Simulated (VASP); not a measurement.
# BN in VASP: settings compared, part 2 of 2

VASP 6.6.1.

### Step 4. Single point, r2SCAN (strain along [111] -3.1%)

Input file POSCAR:

```
BN
1.0
   -0.0368184392      1.7680070105      1.7680070105
    1.7680070105     -0.0368184392      1.7680070105
    1.7680070105      1.7680070105     -0.0368184392
B N
1 1
Direct
   -0.0003819355     -0.0003819355     -0.0003819355
    0.2503819355      0.2503819355      0.2503819355
```

Input file INCAR.step1:

```
PREC = Accurate
ENCUT = 520
ISMEAR = 0
SIGMA = 0.01
LREAL = F
LASPH = T
NELM = 60
NBANDS = 11
GGA = PE
ALGO = Normal
EDIFF = 1E-4
LWAVE = T
LCHARG = F
```

Input file INCAR.step2:

```
PREC = Accurate
ENCUT = 520
EDIFF = 1E-7
ISMEAR = 0
SIGMA = 0.01
LREAL = F
LASPH = T
NELM = 60
ALGO = Normal
ISIF = 2
LWAVE = F
LCHARG = T
METAGGA = R2SCAN
LMIXTAU = T
LELF = T
LVHAR = T
NBANDS = 11
ISTART = 1
```

Input file KPOINTS:

```
Automatic mesh
0
Gamma
  12 12 12
```

Potentials or basis: VASP PAW PBE potentials, release 64 (B, N).

Command:

```console
cat potpaw_PBE.64/B/POTCAR potpaw_PBE.64/N/POTCAR > POTCAR
cp INCAR.step1 INCAR
mpirun -np 1 vasp_std > vasp.out
cp INCAR.step2 INCAR
mpirun -np 1 vasp_std > vasp.out
```

OUTCAR:

```text
PREC = Accurate
   ENCUT = 520
   EDIFF = 1E-7
   ISMEAR = 0
   LREAL = F
   LASPH = T
   NELM = 60
   ISIF = 2
   METAGGA = R2SCAN
   ISTART = 1

 ion  position               nearest neighbor table
   1  1.000  1.000  1.000-   2 1.52   2 1.56   2 1.56   2 1.56
   2  0.250  0.250  0.250-   1 1.52   1 1.56   1 1.56   1 1.56

  LATTYP: Found a trigonal (rhomboedric) cell.
 ALAT       =     2.5006105606
 COS(alpha) =     0.4790712933

  Lattice vectors:

 A1 = (  -0.0368184392,   1.7680070105,   1.7680070105)
 A2 = (   1.7680070105,  -0.0368184392,   1.7680070105)
 A3 = (   1.7680070105,   1.7680070105,  -0.0368184392)

Analysis of symmetry for initial positions (statically):
=====================================================================
 Subroutine PRICEL returns:
 Original cell was already a primitive cell.

 Routine SETGRP: Setting up the symmetry group for a
 trigonal (rhombohedral) supercell.

 Subroutine GETGRP returns: Found  6 space group operations
 (whereof  6 operations were pure point group operations)
 out of a pool of 12 trial point group operations.

The static configuration has the point symmetry C_3v.

Analysis of symmetry for dynamics (positions and initial velocities):
=====================================================================
 Subroutine PRICEL returns:
 Original cell was already a primitive cell.

 Routine SETGRP: Setting up the symmetry group for a
 trigonal (rhombohedral) supercell.

 Subroutine GETGRP returns: Found  6 space group operations
 (whereof  6 operations were pure point group operations)
 out of a pool of 12 trial point group operations.

The dynamic configuration has the point symmetry C_3v.

 Subroutine INISYM returns: Found  6 space group operations
 (whereof  6 operations are pure point group operations),
 and found     1 'primitive' translations

----------------------------------------------------------------------------------------

                                     Primitive cell

  volume of cell :      11.3983

  direct lattice vectors                    reciprocal lattice vectors
    -0.036818439  1.768007011  1.768007011    -0.274120145  0.279950056  0.279950056
     1.768007011 -0.036818439  1.768007011     0.279950056 -0.274120145  0.279950056
     1.768007011  1.768007011 -0.036818439     0.279950056  0.279950056 -0.274120145

  length of vectors
     2.500610561  2.500610561  2.500610561     0.481545348  0.481545348  0.481545348

  position of ions in fractional coordinates (direct lattice)
     0.999618064  0.999618064  0.999618064
     0.250381936  0.250381936  0.250381936

  ion indices of the primitive-cell ions
   primitive index   ion index
                 1           1
                 2           2

----------------------------------------------------------------------------------------

 KPOINTS: Automatic mesh

Automatic generation of k-mesh.
 Grid dimensions read from file:
 generate k-points for:   12   12   12

 Generating k-lattice:
[... 20 lines left out ...]
  0.083333  0.000000  0.000000      6.000000
  0.166667  0.000000  0.000000      6.000000
  0.250000 -0.000000 -0.000000      6.000000
  0.333333  0.000000 -0.000000      6.000000
  0.416667 -0.000000 -0.000000      6.000000
[... 16 lines left out ...]
  0.500000  0.166667 -0.000000     12.000000
 -0.416667  0.166667  0.000000     12.000000
 [... further k-points ...]
   k-points           NKPTS =    189   k-points in BZ     NKDIM =    189   number of bands    NBANDS=     11
   number of dos      NEDOS =    301   number of ions     NIONS =      2
   total plane-waves  NPLWV =   8000
   dimension x,y,z NGX =    20 NGY =   20 NGZ =   20
   dimension x,y,z NGXF=    40 NGYF=   40 NGZF=   40
   ions per type =               1   1
   NGX,Y,Z   is equivalent  to a cutoff of  13.30, 13.30, 13.30 a.u.
   NGXF,Y,Z  is equivalent  to a cutoff of  26.59, 26.59, 26.59 a.u.
 SYSTEM =  unknown system
   PREC   = accura    normal or accurate (medium, high low for compatibility)
   ISTART =      1    job   : 0-new  1-cont  2-samecut
   ICHARG =      0    charge: 1-file 2-atom 10-const
   ISPIN  =      1    spin polarized calculation?
   LNONCOLLINEAR =      F non collinear calculations
   LSORBIT =      F    spin-orbit coupling
   LASPH  =      T    aspherical Exc in radial PAW
   ENCUT  =  520.0 eV  38.22 Ry    6.18 a.u.   4.65  4.65  4.65*2*pi/ulx,y,z
   NELM   =     60;   NELMIN=  2; NELMDL=  0     # of ELM steps
   EDIFF  = 0.1E-06   stopping-criterion for ELM
   LREAL  =      F    real-space projection
   EDIFFG = 0.1E-05   stopping-criterion for IOM
   NSW    =      0    number of steps for IOM
   IBRION =     -1    ionic relax: 0-MD 1-quasi-New 2-CG
   NFREE  =      0    steps in history (QN), initial steepest desc. (CG)
   ISIF   =      2    stress and relaxation
   ISYM   =      2    0-nonsym 1-usesym 2-fastsym
   POTIM  = 0.5000    time-step for ionic-motion
   TEBEG  =    0.0;   TEEND  =   0.0 temperature during run
   PSTRESS=    0.0 pullay stress
   NELECT =       8.0000    total number of electrons
   NUPDOWN=      -1.0000    fix difference up-down
   EMIN   =  10.00;   EMAX   =-10.00  energy-range for DOS
   EFERMI =   0.00;   METHOD = LEGACY
   ISMEAR =     0;   SIGMA  =   0.01  broadening in eV -4-tet -1-fermi 0-gaus
   EFERMI_NEDOS =   21; number of points for ismear=-14 and -15
   IALGO  =     38    algorithm
   IMIX   =      4    mixing-type and parameters
     AMIX     =   0.40;   BMIX     =  1.00
     AMIX_MAG =   1.60;   BMIX_MAG =  1.00
  volume/ion in A,a.u.               =       5.70        38.46
  Fermi-wavevector in a.u.,A,eV,Ry     =   1.454874  2.749313 28.798872  2.116657
  Thomas-Fermi vector in A             =   2.571974
   LORBIT       =      0    0 simple, 1 ext, 2 COOP (PROOUT), +10 PAW based schemes
   METAGGA = R2SCAN    functional components
   LHFCALC =     F    Hartree Fock is set to
   AEXX    =    0.0000 exact exchange contribution
   IVDW    =     0    specifies the selected vdW correction
   LEPSILON=     F    determine dielectric tensor
   LRPA    =     F    only Hartree local field effects (RPA)
 non-spin polarized calculation
 Gauss-broadening in eV      SIGMA  =   0.01
  energy-cutoff  :      520.00
  volume of cell :       11.40
 maximum number of plane-waves:       319
   NGX =  9   NGY =  9   NGZ =  9

 number of electron       7.9999999 magnetization

 Free energy of the ion-electron system (eV)
  ---------------------------------------------------
  ext. energy  EPLUGINS =         0.00000000
  ---------------------------------------------------
  free energy    TOTEN  =       -19.13064399 eV

  energy without entropy =      -19.13064399  energy(sigma->0) =      -19.13064399

 E-fermi :   7.8723     XC(G=0): -13.8356

 val. band max:        7.8074237528   @ k =   0.0000   0.0000   0.0000
 cond. band min:      12.6751552293   @ k =   0.5000   0.5000  -0.0000
 fundamental gap:      4.8677314765
 Fermi energy:         7.8722651094

 k-point     1 :       0.0000    0.0000    0.0000
  band No.  band energies     occupation
      1     -14.0259      2.00000
      2       7.6237      2.00000
      3       7.6237      2.00000
      4       7.8074      2.00000
      5      17.1192      0.00000
      6      17.1192      0.00000
      7      17.6095      0.00000
      8      19.7133      0.00000
      9      34.5251      0.00000
     10      36.8887      0.00000
     11      36.8887      0.00000
[... 309 lines left out ...]
 k-point    24 :      -0.4167    0.1667    0.0000
  band No.  band energies     occupation
      1      -9.2644      2.00000
      2      -3.0212      2.00000
      3       3.3010      2.00000
      4       5.0511      2.00000
      5      18.0931      0.00000
      6      20.9079      0.00000
      7      21.5982      0.00000
      8      24.8305      0.00000
      9      30.3396      0.00000
     10      34.9776      0.00000
     11      36.5734      0.00000

 [... further k-points ...]

------------------------ aborting loop because EDIFF is reached ----------------------------------------

  FORCE on cell =-STRESS in cart. coord.  units (eV):
  Direction    XX          YY          ZZ          XY          YZ          ZX
  --------------------------------------------------------------------------------------
  -------------------------------------------------------------------------------------
  Total        1.0360468      1.0360468      1.0360468      0.7491847      0.7491847      0.7491847
  in kB      145.6301653    145.6301653    145.6301653    105.3078820    105.3078820    105.3078820
  external PRESSURE =     145.6301653 kB  Pullay stress =       0.0000000 kB

 VOLUME and BASIS-vectors are now :
 -----------------------------------------------------------------------------
  energy-cutoff  :      520.00
  volume of cell :       11.40
      direct lattice vectors                 reciprocal lattice vectors
    -0.036818439  1.768007011  1.768007011    -0.274120145  0.279950056  0.279950056
     1.768007011 -0.036818439  1.768007011     0.279950056 -0.274120145  0.279950056
     1.768007011  1.768007011 -0.036818439     0.279950056  0.279950056 -0.274120145

 POSITION                                       TOTAL-FORCE (eV/Angst)
 -----------------------------------------------------------------------------------
      3.49786      3.49786      3.49786        -0.004811     -0.004811     -0.004811
      0.87614      0.87614      0.87614         0.004811      0.004811      0.004811
 -----------------------------------------------------------------------------------
    total drift:                                0.000007      0.000007      0.000007

  FREE ENERGIE OF THE ION-ELECTRON SYSTEM (eV)
  ---------------------------------------------------
  free  energy   TOTEN  =       -19.1306439941 eV

  energy  without entropy=      -19.1306439941  energy(sigma->0) =      -19.13064399
```

OUTCAR.step1:

```text
PREC = Accurate
   ENCUT = 520
   ISMEAR = 0
   LREAL = F
   LASPH = T
[... 557 lines left out ...]
 -----------------------------------------------------------------------------------
      3.49786      3.49786      3.49786        -0.027186     -0.027186     -0.027186
      0.87614      0.87614      0.87614         0.027186      0.027186      0.027186
 -----------------------------------------------------------------------------------
    total drift:                               -0.000707     -0.000707     -0.000707

  FREE ENERGIE OF THE ION-ELECTRON SYSTEM (eV)
  ---------------------------------------------------
  free  energy   TOTEN  =       -17.3997757460 eV

  energy  without entropy=      -17.3997757460  energy(sigma->0) =      -17.39977575
```

OSZICAR.step1:

```text
N       E                     dE             d eps       ncg     rms          rms(c)
DAV:   1     0.104048912857E+02    0.10405E+02   -0.50081E+03  4292   0.727E+02
DAV:   2    -0.179161075088E+02   -0.28321E+02   -0.27627E+02  4954   0.166E+02
DAV:   3    -0.184267328643E+02   -0.51063E+00   -0.50981E+00  4929   0.188E+01
DAV:   4    -0.184273106372E+02   -0.57777E-03   -0.57776E-03  4398   0.704E-01
DAV:   5    -0.184273111248E+02   -0.48766E-06   -0.48766E-06  4484   0.204E-02    0.692E+00
DAV:   6    -0.174994560938E+02    0.92786E+00   -0.28975E+00  4386   0.100E+01    0.340E+00
DAV:   7    -0.174149517937E+02    0.84504E-01   -0.12243E-01  4769   0.285E+00    0.197E+00
DAV:   8    -0.173994882045E+02    0.15464E-01   -0.37360E-02  4702   0.142E+00    0.214E-01
DAV:   9    -0.173996933647E+02   -0.20516E-03   -0.94630E-04  4380   0.268E-01    0.879E-02
DAV:  10    -0.173997757460E+02   -0.82381E-04   -0.12056E-04  4540   0.936E-02
   1 F= -.17399776E+02 E0= -.17399776E+02  d E =-.256598E-74
```

It took 55 s on 1 thread of Intel Xeon 6975P-C (Granite Rapids), shared host; peak memory 0.13 GiB.

Results:

```yaml
Free_energy: -19.1306 eV
Pressure: 14.6 GPa
Largest_force: 0.008 eV/Å
Band_gap_on_the_k_mesh: 4.87 eV, indirect (least direct gap 9.31 eV)
```

Forces in eV/Å, atoms in the order of the input:
```
B   -0.005 -0.005 -0.005
N    0.005  0.005  0.005
```

Stress tensor (GPa, compression positive):
```
14.56 10.53 10.53
10.53 14.56 10.53
10.53 10.53 14.56
```

Levels at points of the mesh, in eV from the valence-band top:
| k point | band 1 | band 2 | band 3 | band 4 | band 5 | band 6 | band 7 | band 8 |
| --- | --- | --- | --- | --- | --- | --- | --- | --- |
| (0.00, 0.00, 0.00) | -21.83 | -0.18 | -0.18 | 0.00 | 9.31 | 9.31 | 9.80 | 11.91 |
| (0.50, 0.00, 0.00) | -17.46 | -11.57 | -2.12 | -2.11 | 11.17 | 11.39 | 12.08 | 16.67 |
| (0.50, 0.50, 0.00) | -15.89 | -9.68 | -5.62 | -5.17 | 4.87 | 9.95 | 19.59 | 19.71 |
| (0.50, 0.50, 0.50) | -17.08 | -11.44 | -2.47 | -2.47 | 10.55 | 11.28 | 11.28 | 16.65 |

Caveat: the cell differs from its parent crystal (strain along [111] -3.1%); the PAW data sets were made with another functional, which shifts forces and pressure a little. A k mesh can miss the band edges.

### Step 5. Single point, r2SCAN (shear xy strain -4.2%)

Input file POSCAR:

```
BN
1.0
   -0.0383525408      1.8048254497      1.8048254497
    1.8048254497     -0.0383525408      1.8048254497
    1.7664729089      1.7664729089      0.0000000000
B N
1 1
Direct
   -0.0001979871     -0.0001979871      0.0001979871
    0.2501979871      0.2501979871      0.2498020129
```

Input file INCAR.step1:

```
PREC = Accurate ; ENCUT = 520
ISMEAR = 0 ; SIGMA = 0.01
LREAL = False ; LASPH = True
NELM = 60 ; NBANDS = 11
GGA = PE ; ALGO = Normal
EDIFF = 1E-4 ; LWAVE = True
LCHARG = False
```

Input file INCAR.step2:

```
PREC = Accurate ; ENCUT = 520
EDIFF = 1E-6 ; ISMEAR = 0
SIGMA = 0.01 ; LREAL = False
LASPH = True ; NELM = 60
ALGO = Normal ; ISIF = 2
LWAVE = False ; LCHARG = False
METAGGA = R2SCAN ; LMIXTAU = True
NBANDS = 11 ; ISTART = 1
```

KPOINTS is that of step 4.

Command:

```console
cat potpaw_PBE.64/B/POTCAR potpaw_PBE.64/N/POTCAR > POTCAR
cp INCAR.step1 INCAR
mpirun -np 1 vasp_std > vasp.out
cp INCAR.step2 INCAR
mpirun -np 1 vasp_std > vasp.out
```

It took 79 s on 1 thread of Intel Xeon 6975P-C (Granite Rapids), shared host; peak memory 0.14 GiB.

The run converged. Its results:

```yaml
Free_energy: -19.1403 eV
Pressure: 2.0 GPa
Largest_force: 0.010 eV/Å
Band_gap_on_the_k_mesh: 4.76 eV, indirect (least direct gap 8.88 eV)
```

Forces on the atoms (eV/Å):
```
B    0.000  0.000 -0.010
N    0.000  0.000  0.010
```

Stress tensor (GPa, compression positive):
```
 2.29 20.03  0.00
20.03  2.29  0.00
 0.00  0.00  1.32
```

Levels at points of the mesh, in eV from the valence-band top:
```csv
k point,band 2,band 3,band 4,band 5,band 6,band 7
"(0.00, 0.00, 0.00)",-0.20,-0.13,0.00,8.88,9.04,10.03
"(0.50, 0.00, 0.00)",-11.29,-1.96,-1.95,10.78,11.62,11.87
"(0.50, 0.50, 0.00)",-9.46,-5.63,-4.81,4.76,9.90,19.22
"(0.00, 0.00, 0.50)",-11.18,-2.33,-2.26,10.23,10.94,11.62
"(0.50, 0.00, 0.50)",-9.46,-5.22,-5.22,4.88,9.74,19.03
```

Caveat: the cell differs from its parent crystal (shear xy strain -4.2%); the PAW data sets were made with another functional, which shifts forces and pressure a little. A k mesh can miss the band edges.

### Step 6. Overview

| level | cell | smearing | gap on the mesh (eV) | pressure (GPa) | largest force (eV/Å) |
| --- | --- | --- | --- | --- | --- |
| r2SCAN | a = 2.615, b = 2.615, c = 2.552 Å, angles 60.8, 60.8, 58.4°, 2 atoms | gaussian 0.01 eV | 4.50 | -16.0 | - |
| PBE | a = 2.553, b = 2.553, c = 2.498 Å, angles 60.7, 60.7, 61.4°, 2 atoms | fermi-dirac 0.02 eV | 4.25 | 5.8 | 0.06 |
| r2SCAN | a = 2.501 Å, angles 61.4°, 2 atoms | gaussian 0.01 eV | 4.87 | 14.6 | 0.01 |
| r2SCAN | a = 2.553, b = 2.553, c = 2.498 Å, angles 60.7, 60.7, 61.4°, 2 atoms | gaussian 0.01 eV | 4.76 | 2.0 | 0.01 |

Alike in all rows: task single point; potentials or basis VASP PAW PBE potentials, release 64 (B, N); no spin polarisation; k mesh 12 × 12 × 12; cutoff (eV) 520.

Caveats: the PAW data sets were made with another functional, which shifts forces and pressure a little (some runs).

Absolute energies hang on the potentials; compare differences alone.
